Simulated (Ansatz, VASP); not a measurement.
One calculation of Ta2C, two programs

```
Ta C
1.0
     3.35898    0.00000    0.00000
    -1.67949    2.90896    0.00000
     0.00000    0.00000    5.13999
Ta C
2 1
Direct
  0.33333 0.66667 0.25356
  0.66667 0.33333 0.74644
  0.00000 0.00000 0.00000
```

Change from the starting cell: strain +0.080 along x and y, +0.040 along z, atoms carried along.

Alike in both runs: task single point; functional r2SCAN; k mesh 18 × 18 × 10; occupations gaussian, width 0.15 eV; no spin polarisation.

|  | VASP | Ansatz |
| --- | --- | --- |
| version | VASP 6.6.1 | Ansatz 0.2.0 |
| potentials or method | VASP PAW PBE potentials, release 64 (Ta_pv, C), cutoff 520 eV | scalar-relativistic, plane waves, PAW |
| valence electrons in the cell | 26 | 30 |

VASP gave:

```
gap on the k mesh at the Fermi level (eV)                     : none
pressure (GPa)                                                : -36.5
traceless stress, the component that is largest in VASP (GPa) : 5.19
rms of the force components (eV/Å)                            : 0.481
```

Question: Which values does Ansatz return?

Answer: gap on the k mesh at the Fermi level (eV): none; pressure (GPa): -36.9; traceless stress, the component that is largest in VASP (GPa): 5.25; rms of the force components (eV/Å): 0.496.

VASP's potentials were made for PBE, not for r2SCAN. Atom by atom the forces differ by 0.016 eV/Å (rms over components). A gap of «none» marks a metal or a gap that the smearing closes. Both programs put the cell under strong tension, so it lies far from rest at this level. VASP's potentials hold 26 valence electrons a cell and Ansatz's 30, so a difference there can come from the potentials and not from the codes.

Neither program's run includes spin-orbit coupling. Noted on VASP's run: the cell as given lies far from equilibrium.
